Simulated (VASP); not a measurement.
# Ti (Amm2) in VASP: a series of runs

Ti is run at these levels: PBE; tasks: single point.

Program: VASP 6.6.1. These are calculated values, not measurements. Logs are shortened: lines on timing, memory, paths and dates and some standing lists are left out, and cuts for length are marked.

**1. The cell of the first run**

The structure is orthorhombic, space group Amm2 (No. 38). Conventional cell: a = 2.761 Å, b = 4.465 Å, c = 7.733 Å, α = 90.00°, β = 90.00°, γ = 90.00°. Ti (site symmetry mm2) has 14 Ti at 2.73 to 3.12 Å within 3.6 Å. Ti (site symmetry mm2) has 11 Ti at 2.58 to 3.12 Å within 3.4 Å. Ti (site symmetry mm2) has 11 Ti at 2.58 to 3.03 Å within 3.4 Å.

**2. Single point, PBE (atoms displaced along a vibrational mode, the cell strained)**

The input, INCAR:

```
SYSTEM = Ti
ALGO     = Normal         ! electronic algorithm
EDIFF    = 1E-6           ! SCF threshold, eV
ENCUT    = 500            ! plane-wave cutoff, eV
GGA      = PE             ! functional
GGA_COMPAT= .FALSE.      
ISIF     = 2              ! what is computed and relaxed
ISMEAR   = 0              ! smearing method
LASPH    = .TRUE.         ! aspherical terms in the spheres
LCHARG   = .FALSE.        ! write CHGCAR
LREAL    = .FALSE.        ! projectors in reciprocal space
LWAVE    = .FALSE.        ! write WAVECAR
NBANDS   = 25             ! bands
NELM     = 120            ! most SCF steps
PREC     = Accurate       ! precision mode
SIGMA    = 0.15           ! smearing width, eV
```

The input, KPOINTS:

```
k-points
0
G
  12 12 14
  0 0 0
```

The input, POSCAR:

```
Ti
1.0
    4.4646213109      0.0000000000      0.0000000000
   -2.2323106554      3.8664754735      0.0000000000
    0.0000000000      0.0000000000      2.7609675258
Ti
3
Direct
   -0.0190008318     -0.0380016635      0.0000000000
    0.3428337492      0.6856674984      0.5000000000
    0.6761670825      0.3523341651      0.5000000000
```

Potentials or basis: VASP PAW PBE potentials, release 64 (Ti_sv).

Run with:

```
cat potpaw_PBE.64/Ti_sv/POTCAR > POTCAR
mpirun -np 1 vasp_std > vasp.out
```

OUTCAR:

```text
SYSTEM = Ti
   EDIFF = 1E-6
   ENCUT = 500
   GGA = PE
   ISIF = 2
   ISMEAR = 0
   LASPH = .TRUE.
   LREAL = .FALSE.
   NELM = 120
   PREC = Accurate

 ion  position               nearest neighbor table
   1  0.981  0.962  0.000-   3 2.73   3 2.73   2 2.83   2 2.83   2 2.83   2 2.83
   2  0.343  0.686  0.500-   3 2.58   3 2.58   3 2.58   1 2.83   1 2.83   1 2.83   1 2.83
   3  0.676  0.352  0.500-   2 2.58   2 2.58   2 2.58   1 2.73   1 2.73

  LATTYP: Found a hexagonal cell.
 ALAT       =     4.4646213109
 C/A-ratio  =     0.6184102376

  Lattice vectors:

 A1 = (   4.4646213109,   0.0000000000,   0.0000000000)
 A2 = (  -2.2323106554,   3.8664754735,   0.0000000000)
 A3 = (   0.0000000000,   0.0000000000,   2.7609675258)

Analysis of symmetry for initial positions (statically):
=====================================================================
 Subroutine PRICEL returns:
 Original cell was already a primitive cell.

 Routine SETGRP: Setting up the symmetry group for a
 hexagonal supercell.

 Subroutine GETGRP returns: Found  4 space group operations
 (whereof  4 operations were pure point group operations)
 out of a pool of 24 trial point group operations.

The static configuration has the point symmetry C_2v.

Analysis of symmetry for dynamics (positions and initial velocities):
=====================================================================
 Subroutine PRICEL returns:
 Original cell was already a primitive cell.

 Routine SETGRP: Setting up the symmetry group for a
 hexagonal supercell.

 Subroutine GETGRP returns: Found  4 space group operations
 (whereof  4 operations were pure point group operations)
 out of a pool of 24 trial point group operations.

The dynamic configuration has the point symmetry C_2v.

 Subroutine INISYM returns: Found  4 space group operations
 (whereof  4 operations are pure point group operations),
 and found     1 'primitive' translations

----------------------------------------------------------------------------------------

                                     Primitive cell

  volume of cell :      47.6608

  direct lattice vectors                    reciprocal lattice vectors
     4.464621311  0.000000000  0.000000000     0.223983162  0.129316739  0.000000000
    -2.232310655  3.866475473  0.000000000     0.000000000  0.258633478  0.000000000
     0.000000000  0.000000000  2.760967526     0.000000000  0.000000000  0.362191873

  length of vectors
     4.464621311  4.464621311  2.760967526     0.258633478  0.258633478  0.362191873

  position of ions in fractional coordinates (direct lattice)
     0.980999168  0.961998337  0.000000000
     0.342833749  0.685667498  0.500000000
     0.676167083  0.352334165  0.500000000

  ion indices of the primitive-cell ions
   primitive index   ion index
                 1           1
                 2           2
                 3           3

----------------------------------------------------------------------------------------

 KPOINTS: k-points

Automatic generation of k-mesh.
 Grid dimensions read from file:
 generate k-points for:   12   12   14

 Generating k-lattice:

  Cartesian coordinates                     Fractional coordinates (reciprocal lattice)
     0.018665264  0.010776395  0.000000000     0.083333333  0.000000000  0.000000000
     0.000000000  0.021552790  0.000000000     0.000000000  0.083333333  0.000000000
     0.000000000  0.000000000  0.025870848     0.000000000  0.000000000  0.071428571

  Length of vectors
     0.021552790  0.021552790  0.025870848

  Shift w.r.t. Gamma in fractional coordinates (k-lattice)
     0.000000000  0.000000000  0.000000000

 Subroutine IBZKPT returns following result:
 ===========================================

 Found    344 irreducible k-points:

 Following reciprocal coordinates:
            Coordinates               Weight
  0.000000  0.000000  0.000000      1.000000
  0.083333  0.000000  0.000000      4.000000
  0.000000  0.083333  0.000000      2.000000
  0.166667  0.000000  0.000000      4.000000
  0.000000  0.166667  0.000000      2.000000
  0.250000  0.000000  0.000000      4.000000
[... 16 lines left out ...]
 -0.083333  0.416667  0.000000      4.000000
 -0.416667  0.333333  0.000000      4.000000
 [... further k-points ...]
   k-points           NKPTS =    344   k-points in BZ     NKDIM =    344   number of bands    NBANDS=     25
   number of dos      NEDOS =    301   number of ions     NIONS =      3
   total plane-waves  NPLWV =  25920
   dimension x,y,z NGX =    36 NGY =   36 NGZ =   20
   dimension x,y,z NGXF=    72 NGYF=   72 NGZF=   40
   ions per type =               3
   NGX,Y,Z   is equivalent  to a cutoff of  13.41, 13.41, 12.04 a.u.
   NGXF,Y,Z  is equivalent  to a cutoff of  26.81, 26.81, 24.09 a.u.
 SYSTEM =  Ti
   PREC   = accura    normal or accurate (medium, high low for compatibility)
   ISTART =      0    job   : 0-new  1-cont  2-samecut
   ICHARG =      2    charge: 1-file 2-atom 10-const
   ISPIN  =      1    spin polarized calculation?
   LNONCOLLINEAR =      F non collinear calculations
   LSORBIT =      F    spin-orbit coupling
   LASPH  =      T    aspherical Exc in radial PAW
   ENCUT  =  500.0 eV  36.75 Ry    6.06 a.u.   8.14  8.14  5.03*2*pi/ulx,y,z
   NELM   =    120;   NELMIN=  2; NELMDL= -5     # of ELM steps
   EDIFF  = 0.1E-05   stopping-criterion for ELM
   LREAL  =      F    real-space projection
   EDIFFG = 0.1E-04   stopping-criterion for IOM
   NSW    =      0    number of steps for IOM
   IBRION =     -1    ionic relax: 0-MD 1-quasi-New 2-CG
   NFREE  =      0    steps in history (QN), initial steepest desc. (CG)
   ISIF   =      2    stress and relaxation
   ISYM   =      2    0-nonsym 1-usesym 2-fastsym
   POTIM  = 0.5000    time-step for ionic-motion
   TEBEG  =    0.0;   TEEND  =   0.0 temperature during run
   PSTRESS=    0.0 pullay stress
   NELECT =      36.0000    total number of electrons
   NUPDOWN=      -1.0000    fix difference up-down
   EMIN   =  10.00;   EMAX   =-10.00  energy-range for DOS
   EFERMI =   0.00;   METHOD = LEGACY
   ISMEAR =     0;   SIGMA  =   0.15  broadening in eV -4-tet -1-fermi 0-gaus
   EFERMI_NEDOS =   21; number of points for ismear=-14 and -15
   IALGO  =     38    algorithm
   IMIX   =      4    mixing-type and parameters
     AMIX     =   0.40;   BMIX     =  1.00
     AMIX_MAG =   1.60;   BMIX_MAG =  1.00
  volume/ion in A,a.u.               =      15.89       107.21
  Fermi-wavevector in a.u.,A,eV,Ry     =   1.490923  2.817436 30.243737  2.222852
  Thomas-Fermi vector in A             =   2.603644
   LORBIT       =      0    0 simple, 1 ext, 2 COOP (PROOUT), +10 PAW based schemes
   GGA     = PE    functional components
   LHFCALC =     F    Hartree Fock is set to
   AEXX    =    0.0000 exact exchange contribution
   IVDW    =     0    specifies the selected vdW correction
   LEPSILON=     F    determine dielectric tensor
   LRPA    =     F    only Hartree local field effects (RPA)
 non-spin polarized calculation
 Gauss-broadening in eV      SIGMA  =   0.15
  energy-cutoff  :      500.00
  volume of cell :       47.66
 maximum number of plane-waves:      1234
 NGX is ok and might be reduce to    36
   NGX = 17   NGY = 17   NGZ = 11

 number of electron      36.0000002 magnetization

 Free energy of the ion-electron system (eV)
  ---------------------------------------------------
  ext. energy  EPLUGINS =         0.00000000
  ---------------------------------------------------
  free energy    TOTEN  =       -23.31610964 eV

  energy without entropy =      -23.28757749  energy(sigma->0) =      -23.30184356

 E-fermi :   9.1795     XC(G=0): -11.9107

 val. band max:        9.1766089337   @ k =   0.3333   0.2500   0.3571
 cond. band min:       9.1825276075   @ k =   0.5000   0.3333   0.2857
 fundamental gap:      0.0059186738
 Fermi energy:         9.1794973142

 k-point     1 :       0.0000    0.0000    0.0000
  band No.  band energies     occupation
      1     -47.5204      2.00000
      2     -47.2904      2.00000
      3     -47.1035      2.00000
      4     -23.9703      2.00000
      5     -23.9596      2.00000
      6     -23.7496      2.00000
[... 17 lines left out ...]
     24      10.8382      0.00000
     25      11.5279      0.00000

 k-point     2 :       0.0833    0.0000    0.0000
  band No.  band energies     occupation
      1     -47.5178      2.00000
      2     -47.2897      2.00000
      3     -47.1071      2.00000
      4     -24.0230      2.00000
      5     -23.9105      2.00000
      6     -23.7985      2.00000
[... 17 lines left out ...]
     24      11.0076      0.00000
     25      11.3689      0.00000

 k-point     3 :       0.0000    0.0833    0.0000
  band No.  band energies     occupation
      1     -47.5180      2.00000
      2     -47.2895      2.00000
      3     -47.1071      2.00000
      4     -23.9815      2.00000
      5     -23.9815      2.00000
      6     -23.7247      2.00000
[... 17 lines left out ...]
     24      10.7670      0.00000
     25      11.6265      0.00000

 k-point     4 :       0.1667    0.0000    0.0000
  band No.  band energies     occupation
      1     -47.5106      2.00000
      2     -47.2870      2.00000
      3     -47.1176      2.00000
      4     -24.0671      2.00000
      5     -23.9116      2.00000
      6     -23.7723      2.00000
[... 17 lines left out ...]
     24      10.9732      0.00000
     25      11.5122      0.00000
[... 477 lines left out ...]
 k-point    22 :       0.3333    0.0833    0.0000
  band No.  band energies     occupation
      1     -47.4864      2.00000
      2     -47.2659      2.00000
      3     -47.1646      2.00000
      4     -24.1209      2.00000
      5     -23.9056      2.00000
      6     -23.6771      2.00000
[... 17 lines left out ...]
     24      11.7681      0.00000
     25      11.8248      0.00000

 k-point    23 :      -0.0833    0.4167    0.0000
  band No.  band energies     occupation
      1     -47.4887      2.00000
      2     -47.2627      2.00000
      3     -47.1655      2.00000
      4     -24.1150      2.00000
      5     -23.9389      2.00000
      6     -23.6412      2.00000
[... 17 lines left out ...]
     24      11.6303      0.00000
     25      11.8037      0.00000

 k-point    24 :      -0.4167    0.3333    0.0000
  band No.  band energies     occupation
      1     -47.4858      2.00000
      2     -47.2667      2.00000
      3     -47.1645      2.00000
      4     -24.1241      2.00000
      5     -23.8952      2.00000
      6     -23.6746      2.00000
[... 17 lines left out ...]
     24      11.7817      0.00000
     25      11.8814      0.00000

 [... further k-points ...]

------------------------ aborting loop because EDIFF is reached ----------------------------------------

  FORCE on cell =-STRESS in cart. coord.  units (eV):
  Direction    XX          YY          ZZ          XY          YZ          ZX
  --------------------------------------------------------------------------------------
  -------------------------------------------------------------------------------------
  Total        3.1510406      3.5685540      2.9808022      0.0000000      0.0000000      0.0000000
  in kB      105.9262016    119.9614383    100.2034238      0.0000000      0.0000000      0.0000000
  external PRESSURE =     108.6970212 kB  Pullay stress =       0.0000000 kB

 VOLUME and BASIS-vectors are now :
 -----------------------------------------------------------------------------
  energy-cutoff  :      500.00
  volume of cell :       47.66
      direct lattice vectors                 reciprocal lattice vectors
     4.464621311  0.000000000  0.000000000     0.223983162  0.129316739  0.000000000
    -2.232310655  3.866475473  0.000000000     0.000000000  0.258633478  0.000000000
     0.000000000  0.000000000  2.760967526     0.000000000  0.000000000  0.362191873

 POSITION                                       TOTAL-FORCE (eV/Angst)
 -----------------------------------------------------------------------------------
      2.23231      3.71954      0.00000         0.000000      1.207618      0.000000
      0.00000      2.65112      1.38048        -0.000000     -0.402647      0.000000
      2.23231      1.36229      1.38048        -0.000000     -0.804971      0.000000
 -----------------------------------------------------------------------------------
    total drift:                                0.000001      0.000159     -0.000000

  FREE ENERGIE OF THE ION-ELECTRON SYSTEM (eV)
  ---------------------------------------------------
  free  energy   TOTEN  =       -23.3161096353 eV

  energy  without entropy=      -23.2875774930  energy(sigma->0) =      -23.30184356
```

Run time: 3.7 min. Hardware: 1 thread of Intel Xeon Platinum 8488C (Sapphire Rapids), shared host; peak memory 0.39 GiB.

What came out:

| Item | Value |
| --- | --- |
| Free energy | -23.3161 eV |
| Pressure | 10.9 GPa |
| Largest force | 1.208 eV/Å |
| Band gap on the k mesh | zero (bands 18 and 19 overlap by 0.42 eV) |

Forces on the atoms (eV/Å):
```
Ti   0.000  1.208  0.000
Ti   0.000 -0.403  0.000
Ti   0.000 -0.805  0.000
```

Caveat: the cell differs from its parent crystal (atoms displaced along a vibrational mode, the cell strained); the cell stands under pressure; forces of over 1 eV/Å act on the atoms, so gaps and moduli don't describe the material at rest.

**3. Single point, PBE (atoms displaced along a vibrational mode, the cell strained)**

The input, INCAR:

```
PREC     = Accurate       # precision mode
ENCUT    = 500            # plane-wave cutoff, eV
EDIFF    = 1E-6           # SCF threshold, eV
ISMEAR   = 0              # smearing method
SIGMA    = 0.15           # smearing width, eV
LREAL    = F              # projectors in reciprocal space
LASPH    = T              # aspherical terms in the spheres
NELM     = 120            # most SCF steps
ALGO     = Normal         # electronic algorithm
ISIF     = 2              # what is computed and relaxed
LWAVE    = F              # write WAVECAR
LCHARG   = F              # write CHGCAR
GGA      = PE             # functional
NBANDS   = 25             # bands
GGA_COMPAT= F
```

The input, KPOINTS:

```
Automatic mesh
0
Gamma
  12 12 14
```

The input, POSCAR:

```
Ti
1.0
    4.5026278307      0.0000000000      0.0000000000
   -2.2513139154      3.8993900852      0.0000000000
    0.0000000000      0.0000000000      2.7844711468
Ti
3
Direct
   -0.0284949435     -0.0569898869      0.0000000000
    0.3475808051      0.6951616101      0.5000000000
    0.6809141384      0.3618282768      0.5000000000
```

Potentials or basis: VASP PAW PBE potentials, release 64 (Ti_sv).

Run with:

```
cat potpaw_PBE.64/Ti_sv/POTCAR > POTCAR
mpirun -np 1 vasp_std > vasp.out
```

Wall time 3.8 min (1 thread of Intel Xeon Platinum 8488C (Sapphire Rapids), shared host); peak memory 0.39 GiB.

The run converged. Its results:

```
Free energy            : -23.2167 eV
Pressure               : 9.1 GPa
Largest force          : 1.991 eV/Å
Band gap on the k mesh : zero (bands 18 and 19 overlap by 0.47 eV)
```

Forces in eV/Å, atoms in the order of the input:
```
Ti   0.000  1.991  0.000
Ti   0.000 -0.600  0.000
Ti   0.000 -1.390  0.000
```

Stress tensor (GPa, compression positive):
```
 8.72  0.00  0.00
 0.00 11.28  0.00
 0.00  0.00  7.23
```

Levels at points of the mesh, in eV from the Fermi level:
```
           k point  band 15  band 16  band 17  band 18  band 19  band 20  band 21  band 22
(0.00, 0.00, 0.00)    -0.92    -0.87    -0.50    -0.50     0.10     1.00     1.40     1.41
(0.50, 0.00, 0.00)    -2.74    -0.97    -0.42    -0.24     0.21     0.73     0.96     1.32
(0.00, 0.50, 0.00)    -2.67    -0.95    -0.82    -0.10     0.71     0.78     0.97     1.34
(0.00, 0.00, 0.50)    -2.19    -1.69    -1.65    -1.60     1.10     1.15     1.29     1.32
(0.50, 0.00, 0.50)    -1.87    -1.42    -0.75    -0.49     0.36     1.04     1.11     1.26
(0.00, 0.50, 0.50)    -1.90    -1.14    -0.74    -0.55     0.66     0.84     0.85     0.93
```

Caveat: the cell differs from its parent crystal (atoms displaced along a vibrational mode, the cell strained); the cell stands under pressure; forces of over 1 eV/Å act on the atoms, so gaps and moduli don't describe the material at rest.
